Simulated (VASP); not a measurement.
In:

```xyz
1
Lattice="-1.8825 1.8825 1.8825 1.8825 -1.8825 1.8825 1.8825 1.8825 -1.8825" Properties=species:S:1:pos:R:3 pbc="T T T"
In    0.0000    0.0000    0.0000
```

This isn't the form of In at room conditions, which is tetragonal.

```yaml
Program: VASP 6.6.1
Task: relaxation of cell and atoms
Functional: PBEsol-based screened hybrid with 25 % exact exchange
Potentials_or_basis: VASP PAW PBE potentials, release 64 (In_d)
Cutoff: 600 eV
k_mesh: 5 × 5 × 5
Occupations: fermi-dirac, width 0.05 eV
Spin: no spin polarisation
```

At the start: pressure -2.4 GPa; volume 26.69 Å³/atom.

How do energy, volume and symmetry change on relaxing?

Over 3 steps the energy falls by 10.4 meV/atom and the volume is 25.29 Å³/atom (-5.2 %); space group Im-3m (No. 229, to 0.1 Å) before and after.

The path:
| step | energy change (eV) | largest force (eV/Å) | pressure (GPa) | volume (Å³) |
| --- | --- | --- | --- | --- |
| 1 | 0.0000 | 0.0000 | -2.36 | 26.69 |
| 2 | -0.0103 | 0.0000 | 0.17 | 25.20 |
| 3 | -0.0104 | 0.0000 | 0.01 | 25.29 |

Final structure:
```yaml
crystal:
  lattice:
    - [-1.84913, 1.84913, 1.84913]
    - [1.84913, -1.84913, 1.84913]
    - [1.84913, 1.84913, -1.84913]
  atoms:
    - { symbol: In, position: [0.00000, 0.00000, 0.00000] }
```

Caveat: the k points lie up to 0.48 Å⁻¹ apart in the final cell, too coarse for converged energies and pressures of a metal; the PAW data sets were made with another functional, which shifts forces and pressure a little.
